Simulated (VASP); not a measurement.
A run of VASP 6.6.1 is set up as follows.

File INCAR:

```
SYSTEM = HF
ALGO = Normal
EDIFF = 1E-6
ENCUT = 520
GGA = PE
GGA_COMPAT = .False.
ISIF = 2
ISMEAR = -1
LASPH = .True.
LCHARG = .True.
LELF = .True.
LREAL = .False.
LVHAR = .True.
LWAVE = .False.
NBANDS = 56
NELM = 120
PREC = Accurate
SIGMA = 0.05
```

Contents of KPOINTS:

```
k-points
0
Gamma
  1 1 1
  0 0 0
```

File POSCAR:

```
HF
1.0
    6.9795320000      0.0000000000      0.0000000000
    0.0000000000      6.9795320000      0.0000000000
    0.0000000000      0.0000000000      6.9795320000
F H
10 10
Direct
    0.5288033639      0.1151796424      0.2553179783
    0.5997536798      0.4553600442      0.6781973347
    0.2050424011      0.4168904161      0.3645516633
    0.6676665427      0.6185085189      0.3490205360
    0.9251193346      0.1778915836      0.3834354510
    0.9567976764      0.8676369705      0.9713975092
    0.2171205748      0.0187405115      0.1171138695
    0.4021616349      0.5922460131      1.1065211822
    0.8882830539      0.9394755981      0.6453011463
    0.3083158011      0.6691709415      0.7624006882
    0.4343844258      0.0624540442      0.1695529156
    0.6243112002      0.4822816200      0.5426581610
    0.2684707227      0.4240398926      0.2464205336
    0.5620290873      0.6278071366      0.2635993359
    1.0449124669      0.2492717277      0.3675747887
    0.9089721202      0.9108920197      0.8535386040
    0.1290201120     -0.0489001268      0.0325523259
    0.3675891163      0.6577661654      0.9864701530
    0.9117086934      0.9885476562      0.5143468072
    0.4068037800      0.5979770563      0.7041159780
```

Potentials or basis: VASP PAW PBE potentials, release 64 (F, H).

Command:

```sh
$ cat potpaw_PBE.64/F/POTCAR potpaw_PBE.64/H/POTCAR > POTCAR
$ mpirun -np 1 vasp_gam > vasp.out
```

(1) What does it give for the pressure?

(2) Estimate the largest force.

## Answers

(1) 0.3 GPa.

(2) 1.694 eV/Å.

Caveat: the k points lie up to 0.90 Å⁻¹ apart; the atoms stand as in a frame of molecular dynamics.
